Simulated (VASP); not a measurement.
# FeGe (P1) in VASP: a series of runs, part 3 of 4

VASP 6.6.1. The steps go on from the part before.

### 4 Single point, r2SCAN, collinear spin, ferromagnetic start

File POSCAR:

```
FeGe
1.0
    3.0161694870      0.0000000000      0.0000000000
    0.0000000000      3.0161694870      0.0000000000
    0.0000000000      0.0000000000      3.0161694870
Fe Ge
1 1
Direct
    0.0000000000      0.0000000000      0.0000000000
    0.4633440200      0.4507515000      0.4535288900
```

File INCAR.step1:

```
SYSTEM = FeGe
PREC     = Accurate       ! precision mode
ENCUT    = 520            ! plane-wave cutoff, eV
ISMEAR   = 0              ! smearing method
SIGMA    = 0.05           ! smearing width, eV
LREAL    = .False.        ! projectors in reciprocal space
LASPH    = .True.         ! aspherical terms in the spheres
NELM     = 150            ! most SCF steps
ISPIN    = 2              ! spin polarisation
MAGMOM   = 2 0            ! initial moments
LMAXMIX  = 4              ! l up to which the mixer works
NBANDS   = 22             ! bands
GGA      = PE             ! functional
ALGO     = Normal         ! electronic algorithm
EDIFF    = 1E-4           ! SCF threshold, eV
LWAVE    = .True.         ! write WAVECAR
LCHARG   = .False.        ! write CHGCAR
```

File INCAR.step2:

```
SYSTEM = FeGe
PREC     = Accurate       ! precision mode
ENCUT    = 520            ! plane-wave cutoff, eV
EDIFF    = 1E-6           ! SCF threshold, eV
ISMEAR   = 0              ! smearing method
SIGMA    = 0.05           ! smearing width, eV
LREAL    = .False.        ! projectors in reciprocal space
LASPH    = .True.         ! aspherical terms in the spheres
NELM     = 150            ! most SCF steps
ALGO     = Normal         ! electronic algorithm
ISIF     = 2              ! what is computed and relaxed
LWAVE    = .False.        ! write WAVECAR
LCHARG   = .False.        ! write CHGCAR
ISPIN    = 2              ! spin polarisation
MAGMOM   = 2 0            ! initial moments
LORBIT   = 11             ! projections on sites
LMAXMIX  = 4              ! l up to which the mixer works
METAGGA  = R2SCAN         ! meta-GGA
LMIXTAU  = .True.       
NBANDS   = 22             ! bands
ISTART   = 1
```

File KPOINTS:

```
regular mesh
0
Gamma
  3 3 3
  0 0 0
```

Potentials or basis: VASP PAW PBE potentials, release 64 (Fe, Ge_d).

Run with:

```console
$ cat potpaw_PBE.64/Fe/POTCAR potpaw_PBE.64/Ge_d/POTCAR > POTCAR
$ cp INCAR.step1 INCAR
$ mpirun -np 1 vasp_std > vasp.out
$ cp INCAR.step2 INCAR
$ mpirun -np 1 vasp_std > vasp.out
```

OUTCAR:

```text
SYSTEM = FeGe
   PREC = Accurate
   ENCUT = 520
   EDIFF = 1E-6
   ISMEAR = 0
   LREAL = .False.
   LASPH = .True.
   NELM = 150
   ISIF = 2
   ISPIN = 2
   LORBIT = 11
   METAGGA = R2SCAN
   ISTART = 1

 ion  position               nearest neighbor table
   1  0.000  0.000  0.000-   2 2.38   2 2.52   2 2.55   2 2.56   2 2.68   2 2.69   2 2.72   2 2.84

   2  0.463  0.451  0.454-   1 2.38   1 2.52   1 2.55   1 2.56   1 2.68   1 2.69   1 2.72   1 2.84

  LATTYP: Found a simple cubic cell.
 ALAT       =     3.0161694870

  Lattice vectors:

 A1 = (   3.0161694870,   0.0000000000,   0.0000000000)
 A2 = (   0.0000000000,   3.0161694870,   0.0000000000)
 A3 = (   0.0000000000,   0.0000000000,   3.0161694870)

Analysis of symmetry for initial positions (statically):
=====================================================================
 Subroutine PRICEL returns:
 Original cell was already a primitive cell.

 Routine SETGRP: Setting up the symmetry group for a
 simple cubic supercell.

 Subroutine GETGRP returns: Found  1 space group operations
 (whereof  1 operations were pure point group operations)
 out of a pool of 48 trial point group operations.

The static configuration has the point symmetry C_1 .

Analysis of symmetry for dynamics (positions and initial velocities):
=====================================================================
 Subroutine PRICEL returns:
 Original cell was already a primitive cell.

 Routine SETGRP: Setting up the symmetry group for a
 simple cubic supercell.

 Subroutine GETGRP returns: Found  1 space group operations
 (whereof  1 operations were pure point group operations)
 out of a pool of 48 trial point group operations.

The dynamic configuration has the point symmetry C_1 .

Analysis of structural, dynamic, and magnetic symmetry:
=====================================================================
 Subroutine PRICEL returns:
 Original cell was already a primitive cell.

 Routine SETGRP: Setting up the symmetry group for a
 simple cubic supercell.

 Subroutine GETGRP returns: Found  1 space group operations
 (whereof  1 operations were pure point group operations)
 out of a pool of 48 trial point group operations.

The overall configuration has the point symmetry C_1 .

 Subroutine INISYM returns: Found  1 space group operations
 (whereof  1 operations are pure point group operations),
 and found     1 'primitive' translations

----------------------------------------------------------------------------------------

                                     Primitive cell

  volume of cell :      27.4389

  direct lattice vectors                    reciprocal lattice vectors
     3.016169487  0.000000000  0.000000000     0.331546355  0.000000000  0.000000000
     0.000000000  3.016169487  0.000000000     0.000000000  0.331546355  0.000000000
     0.000000000  0.000000000  3.016169487     0.000000000  0.000000000  0.331546355

  length of vectors
     3.016169487  3.016169487  3.016169487     0.331546355  0.331546355  0.331546355

  position of ions in fractional coordinates (direct lattice)
     0.000000000  0.000000000  0.000000000
     0.463344020  0.450751500  0.453528890

  ion indices of the primitive-cell ions
   primitive index   ion index
[... 56 lines left out ...]
   ICHARG =      0    charge: 1-file 2-atom 10-const
   ISPIN  =      2    spin polarized calculation?
   LNONCOLLINEAR =      F non collinear calculations
   LSORBIT =      F    spin-orbit coupling
   LASPH  =      T    aspherical Exc in radial PAW
   ENCUT  =  520.0 eV  38.22 Ry    6.18 a.u.   5.61  5.61  5.61*2*pi/ulx,y,z
   NELM   =    150;   NELMIN=  2; NELMDL=  0     # of ELM steps
   EDIFF  = 0.1E-05   stopping-criterion for ELM
   LREAL  =      F    real-space projection
   EDIFFG = 0.1E-04   stopping-criterion for IOM
   NSW    =      0    number of steps for IOM
   IBRION =     -1    ionic relax: 0-MD 1-quasi-New 2-CG
   NFREE  =      0    steps in history (QN), initial steepest desc. (CG)
   ISIF   =      2    stress and relaxation
   ISYM   =      2    0-nonsym 1-usesym 2-fastsym
   POTIM  = 0.5000    time-step for ionic-motion
   TEBEG  =    0.0;   TEEND  =   0.0 temperature during run
   PSTRESS=    0.0 pullay stress
   NELECT =      22.0000    total number of electrons
   NUPDOWN=      -1.0000    fix difference up-down
   EMIN   =  10.00;   EMAX   =-10.00  energy-range for DOS
   EFERMI =   0.00;   METHOD = LEGACY
   ISMEAR =     0;   SIGMA  =   0.05  broadening in eV -4-tet -1-fermi 0-gaus
   EFERMI_NEDOS =   21; number of points for ismear=-14 and -15
   IALGO  =     38    algorithm
   IMIX   =      4    mixing-type and parameters
     AMIX     =   0.40;   BMIX     =  1.00
     AMIX_MAG =   1.60;   BMIX_MAG =  1.00
  volume/ion in A,a.u.               =      13.72        92.58
  Fermi-wavevector in a.u.,A,eV,Ry     =   1.520874  2.874036 31.471073  2.313059
  Thomas-Fermi vector in A             =   2.629666
   LORBIT       =     11    0 simple, 1 ext, 2 COOP (PROOUT), +10 PAW based schemes
   METAGGA = R2SCAN    functional components
   LHFCALC =     F    Hartree Fock is set to
   AEXX    =    0.0000 exact exchange contribution
   IVDW    =     0    specifies the selected vdW correction
   LEPSILON=     F    determine dielectric tensor
   LRPA    =     F    only Hartree local field effects (RPA)
 spin polarized calculation
 Gauss-broadening in eV      SIGMA  =   0.05
  energy-cutoff  :      520.00
  volume of cell :       27.44
 maximum number of plane-waves:       748
 NGX is ok and might be reduce to    24
   NGX = 11   NGY = 11   NGZ = 11

 number of electron      22.0000003 magnetization      -0.0000000

 number of electron      22.0000003 magnetization       0.0000000

 Free energy of the ion-electron system (eV)
  ---------------------------------------------------
  ext. energy  EPLUGINS =         0.00000000
  ---------------------------------------------------
  free energy    TOTEN  =       -27.25397628 eV

  energy without entropy =      -27.25397628  energy(sigma->0) =      -27.25397628

 E-fermi :   7.1507     XC(G=0): -13.8097

 val. band max:        6.8104131316   @ k =   0.3333   0.0000   0.0000
 cond. band min:       7.4411407151   @ k =   0.3333  -0.3333   0.3333
 fundamental gap:      0.6307275835
 Fermi energy:         7.1506850253

 spin component 1

 k-point     1 :       0.0000    0.0000    0.0000
  band No.  band energies     occupation
      1     -18.2875      1.00000
      2     -18.2852      1.00000
      3     -18.2043      1.00000
      4     -18.1938      1.00000
      5     -18.1917      1.00000
      6      -6.1469      1.00000
[... 339 lines left out ...]
     21      31.8980      0.00000
     22      34.7958      0.00000
 Fermi energy:         7.1506850253

 spin component 2

 k-point     1 :       0.0000    0.0000    0.0000
  band No.  band energies     occupation
      1     -18.2875      1.00000
      2     -18.2852      1.00000
      3     -18.2043      1.00000
      4     -18.1938      1.00000
      5     -18.1917      1.00000
      6      -6.1469      1.00000
[... 339 lines left out ...]
     21      31.8980      0.00000
     22      34.7958      0.00000

------------------------ aborting loop because EDIFF is reached ----------------------------------------

  FORCE on cell =-STRESS in cart. coord.  units (eV):
  Direction    XX          YY          ZZ          XY          YZ          ZX
  --------------------------------------------------------------------------------------
  -------------------------------------------------------------------------------------
  Total       -3.6951620     -3.6874385     -3.6897788      0.4683020      0.5793438      0.4451187
  in kB     -215.7629313   -215.3119538   -215.4486055     27.3444597     33.8282624     25.9907711
  external PRESSURE =    -215.5078302 kB  Pullay stress =       0.0000000 kB

 VOLUME and BASIS-vectors are now :
 -----------------------------------------------------------------------------
  energy-cutoff  :      520.00
  volume of cell :       27.44
      direct lattice vectors                 reciprocal lattice vectors
     3.016169487  0.000000000  0.000000000     0.331546355  0.000000000  0.000000000
     0.000000000  3.016169487  0.000000000     0.000000000  0.331546355  0.000000000
     0.000000000  0.000000000  3.016169487     0.000000000  0.000000000  0.331546355

 POSITION                                       TOTAL-FORCE (eV/Angst)
 -----------------------------------------------------------------------------------
      0.00000      0.00000      0.00000        -0.201280     -0.254105     -0.244769
      1.39752      1.35954      1.36792         0.201280      0.254105      0.244769
 -----------------------------------------------------------------------------------
    total drift:                               -0.007001      0.006963      0.005654

  FREE ENERGIE OF THE ION-ELECTRON SYSTEM (eV)
  ---------------------------------------------------
  free  energy   TOTEN  =       -27.2539762770 eV

  energy  without entropy=      -27.2539762770  energy(sigma->0) =      -27.25397628

 total charge

# of ion       s       p       d       tot
------------------------------------------
    1        0.367   0.419   6.413   7.199
    2        1.067   1.160  10.099  12.327
--------------------------------------------------
tot          1.434   1.579  16.512  19.526

 magnetization (x)

# of ion       s       p       d       tot
------------------------------------------
    1        0.000  -0.000  -0.000  -0.000
    2       -0.000   0.000   0.000   0.000
--------------------------------------------------
tot         -0.000   0.000  -0.000  -0.000
```

Wall time 25 s (1 thread of Intel Xeon 6975P-C (Granite Rapids), shared host); peak memory 0.15 GiB.

What came out:

```yaml
Free_energy: -27.2540 eV
Pressure: -21.6 GPa
Largest_force: 0.406 eV/Å
Band_gap_on_the_k_mesh: 0.63 eV, indirect (least direct gap 0.77 eV)
Net_moment: 0.00 μB per cell
Valence_electrons_inside_the_program's_atomic_spheres: Fe 7.20; Ge 12.33
```

Forces on the atoms (eV/Å):
```
Fe  -0.201 -0.254 -0.245
Ge   0.201  0.254  0.245
```

Caveat: the k points lie up to 0.69 Å⁻¹ apart; the starting moments collapsed, and a magnetic state may lie lower; the PAW data sets were made with another functional, which shifts forces and pressure a little.

### 5 Single point, r2SCAN, collinear spin, ferromagnetic start

File POSCAR:

```
FeGe
1.0
    3.0161690670      0.0000000000      0.0000000000
    0.0000000000      3.0161690670      0.0000000000
    0.0000000000      0.0000000000      3.0161690670
Fe Ge
1 1
Direct
    0.0000000000      0.0000000000      0.0000000000
    0.4633440200      0.4507515000      0.4535288900
```

File INCAR.step1:

```
SYSTEM = FeGe
PREC = Accurate ; ENCUT = 520
ISMEAR = 0 ; SIGMA = 0.05
LREAL = .FALSE. ; LASPH = .TRUE.
NELM = 150 ; ISPIN = 2
MAGMOM = 2 0 ; LMAXMIX = 4
NBANDS = 22 ; GGA = PE
ALGO = Normal ; EDIFF = 1E-4
LWAVE = .TRUE. ; LCHARG = .FALSE.
```

File INCAR.step2:

```
SYSTEM = FeGe
PREC = Accurate ; ENCUT = 520
EDIFF = 1E-6 ; ISMEAR = 0
SIGMA = 0.05 ; LREAL = .FALSE.
LASPH = .TRUE. ; NELM = 150
ALGO = Normal ; ISIF = 2
LWAVE = .FALSE. ; LCHARG = .FALSE.
ISPIN = 2 ; MAGMOM = 2 0
LORBIT = 11 ; LMAXMIX = 4
METAGGA = R2SCAN ; LMIXTAU = .TRUE.
NBANDS = 22 ; ISTART = 1
```

File KPOINTS:

```
Automatic mesh
0
G
  3 3 3
  0 0 0
```

Potentials or basis: VASP PAW PBE potentials, release 64 (Fe, Ge_d).

Run with:

```console
$ cat potpaw_PBE.64/Fe/POTCAR potpaw_PBE.64/Ge_d/POTCAR > POTCAR
$ cp INCAR.step1 INCAR
$ mpirun -np 1 vasp_std > vasp.out
$ cp INCAR.step2 INCAR
$ mpirun -np 1 vasp_std > vasp.out
```

OUTCAR:

```text
SYSTEM = FeGe
   PREC = Accurate
   ENCUT = 520
   EDIFF = 1E-6
   ISMEAR = 0
   LREAL = .FALSE.
   LASPH = .TRUE.
   NELM = 150
   ISIF = 2
   ISPIN = 2
   LORBIT = 11
   METAGGA = R2SCAN
   ISTART = 1

 ion  position               nearest neighbor table
   1  0.000  0.000  0.000-   2 2.38   2 2.52   2 2.55   2 2.56   2 2.68   2 2.69   2 2.72   2 2.84

   2  0.463  0.451  0.454-   1 2.38   1 2.52   1 2.55   1 2.56   1 2.68   1 2.69   1 2.72   1 2.84

  LATTYP: Found a simple cubic cell.
 ALAT       =     3.0161690670

  Lattice vectors:

 A1 = (   3.0161690670,   0.0000000000,   0.0000000000)
 A2 = (   0.0000000000,   3.0161690670,   0.0000000000)
 A3 = (   0.0000000000,   0.0000000000,   3.0161690670)

[... 903 lines left out ...]
 -----------------------------------------------------------------------------
  energy-cutoff  :      520.00
  volume of cell :       27.44
      direct lattice vectors                 reciprocal lattice vectors
     3.016169067  0.000000000  0.000000000     0.331546401  0.000000000  0.000000000
     0.000000000  3.016169067  0.000000000     0.000000000  0.331546401  0.000000000
     0.000000000  0.000000000  3.016169067     0.000000000  0.000000000  0.331546401

 POSITION                                       TOTAL-FORCE (eV/Angst)
 -----------------------------------------------------------------------------------
      0.00000      0.00000      0.00000        -0.201281     -0.254106     -0.244770
      1.39752      1.35954      1.36792         0.201281      0.254106      0.244770
 -----------------------------------------------------------------------------------
    total drift:                               -0.007001      0.006963      0.005654

  FREE ENERGIE OF THE ION-ELECTRON SYSTEM (eV)
  ---------------------------------------------------
  free  energy   TOTEN  =       -27.2539778206 eV

  energy  without entropy=      -27.2539778206  energy(sigma->0) =      -27.25397782

 total charge

# of ion       s       p       d       tot
------------------------------------------
    1        0.367   0.419   6.413   7.199
    2        1.067   1.160  10.099  12.327
--------------------------------------------------
tot          1.434   1.579  16.512  19.526

 magnetization (x)

# of ion       s       p       d       tot
------------------------------------------
    1        0.000  -0.000  -0.000  -0.000
    2       -0.000   0.000   0.000   0.000
--------------------------------------------------
tot         -0.000   0.000  -0.000  -0.000
```

Wall time 25 s (1 thread of Intel Xeon 6975P-C (Granite Rapids), shared host); peak memory 0.15 GiB.

What came out:

| Property | Result |
| --- | --- |
| Free energy | -27.2540 eV |
| Pressure | -21.6 GPa |
| Largest force | 0.406 eV/Å |
| Band gap on the k mesh | 0.63 eV, indirect (least direct gap 0.77 eV) |
| Net moment | 0.00 μB per cell |
| Valence electrons inside the program's atomic spheres | Fe 7.20; Ge 12.33 |

Forces in eV/Å, atoms in the order of the input:
```
Fe  -0.201 -0.254 -0.245
Ge   0.201  0.254  0.245
```

Levels at points of the mesh, in eV from the valence-band top:
Spin up:
```
           k point  band 9  band 10  band 11  band 12  band 13  band 14
(0.00, 0.00, 0.00)   -0.17    -0.04    -0.03     3.56     3.60     3.63
```
Spin down:
```
           k point  band 8  band 9  band 10  band 11  band 12  band 13  band 14  band 15
(0.00, 0.00, 0.00)   -1.85   -0.17    -0.04    -0.03     3.56     3.60     3.63     9.22
```

Caveat: the k points lie up to 0.69 Å⁻¹ apart; the starting moments collapsed, and a magnetic state may lie lower; the PAW data sets were made with another functional, which shifts forces and pressure a little. A k mesh can miss the band edges.

[end of part 3 of 4]
